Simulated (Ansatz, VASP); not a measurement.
# Ge2Sb2O in VASP and in Ansatz

The input INCAR:

```
SYSTEM = Ge2Sb2O
PREC = Accurate
ENCUT = 600
EDIFF = 1E-7
ISMEAR = 0
SIGMA = 0.1
LREAL = .FALSE.
LASPH = .TRUE.
NELM = 120
ALGO = Normal
ISIF = 3
LWAVE = .FALSE.
LCHARG = .FALSE.
GGA = PE
IBRION = 2
NSW = 90
EDIFFG = -0.04
GGA_COMPAT = .FALSE.
NELMIN = 4
```

KPOINTS

```
regular mesh
0
G
  6 6 6
  0 0 0
```

File POSCAR:

```
Ge2Sb2O
1.0
   -2.0888312600      2.0888312600      6.4623458300
    2.0888312600     -2.0888312600      6.4623458300
    2.0888312600      2.0888312600     -6.4623458300
Ge Sb O
2 2 1
Direct
    0.6547174500      0.6547174500      0.0000000000
    0.3452825500      0.3452825500      0.0000000000
    0.8592948300      0.8592948300      0.0000000000
    0.1407051700      0.1407051700      0.0000000000
    0.0000000000      0.0000000000      0.0000000000
```

Input for Ansatz:

```yaml
crystal:
  lattice:
    - [-2.08883126, 2.08883126, 6.46234583]
    - [2.08883126, -2.08883126, 6.46234583]
    - [2.08883126, 2.08883126, -6.46234583]
  atoms:
    - { symbol: Ge, position: [0.65471745, 0.65471745, 0.0] }
    - { symbol: Ge, position: [0.34528255, 0.34528255, 0.0] }
    - { symbol: Sb, position: [0.85929483, 0.85929483, 0.0] }
    - { symbol: Sb, position: [0.14070517, 0.14070517, 0.0] }
    - { symbol: O, position: [0.0, 0.0, 0.0] }
basis:
  ecutwfc: 420
kpoints:
  mp_grid: { grid: [6, 6, 6] }
hamiltonian:
  xc: pbe
scf:
  occupations: { method: gaussian, width: 0.1 }
  lower_state_search: "off"
output:
  forces: true
  stress: true
  eigenvalues: true
relax:
  adjacent_minimum: "off"
  f_tol: 0.04
  max_steps: 70
  cell: { stress_tol: 0.4 }
```

Change from the starting cell: species swapped into the Ba2ZnN2 type (I4/mmm, No. 139).

Alike in both runs: task relaxation of cell and atoms; functional PBE; k mesh 6 × 6 × 6; occupations gaussian, width 0.1 eV; no spin polarisation.

|  | VASP | Ansatz |
| --- | --- | --- |
| version | VASP 6.6.1 | Ansatz 0.2.0 |
| potentials or method | VASP PAW PBE potentials, release 64 (Ge_d, Sb, O), cutoff 600 eV | scalar-relativistic, plane waves, PAW |
| valence electrons in the cell | 44 | 64 |

```csv
,VASP,Ansatz,Ansatz less VASP
"gap on the k mesh at the Fermi level, each at its own relaxed structure (eV)",none,none,-
relaxed volume (Å³/atom),24.40,24.48,+0.083
relaxed cell length with the largest relative difference (Å),8.327,8.314,-0.0127
```

A gap of «none» marks a metal or a gap that the smearing closes. VASP's potentials hold 44 valence electrons a cell and Ansatz's 64, so a difference there can come from the potentials and not from the codes.

Neither program's run includes spin-orbit coupling.
